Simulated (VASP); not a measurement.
Input of a VASP 6.6.1 run:

The input INCAR:

```
SYSTEM = NbTe
ALGO = Normal
EDIFF = 1E-7
ENCUT = 520
GGA = PE
ISIF = 2
ISMEAR = -1
IVDW = 12
LASPH = .TRUE.
LCHARG = .FALSE.
LREAL = .FALSE.
LWAVE = .FALSE.
NBANDS = 16
NELM = 60
PREC = Accurate
SIGMA = 0.05
```

File KPOINTS:

```
k-points
0
G
  8 8 7
  0 0 0
```

The input POSCAR:

```
NbTe
1.0
    3.6187496269      0.0000000000      0.0000000000
   -1.8093748135      3.1339291068      0.0000000000
    0.0000000000      0.0000000000      3.6858962400
Te Nb
1 1
Direct
    0.6666666667      0.3333333333      0.0000000000
    0.0000000000      0.0000000000      0.5000000000
```

Potentials or basis: VASP PAW PBE potentials, release 64 (Te, Nb_sv).

The run is started by

```sh
$ cat potpaw_PBE.64/Te/POTCAR potpaw_PBE.64/Nb_sv/POTCAR > POTCAR
$ mpirun -np 1 vasp_std > vasp.out
```

(1) Predict the pressure.

(2) What does it give for the dispersion energy per atom?

Answers

(1) -0.3 GPa.

(2) -0.668 eV.
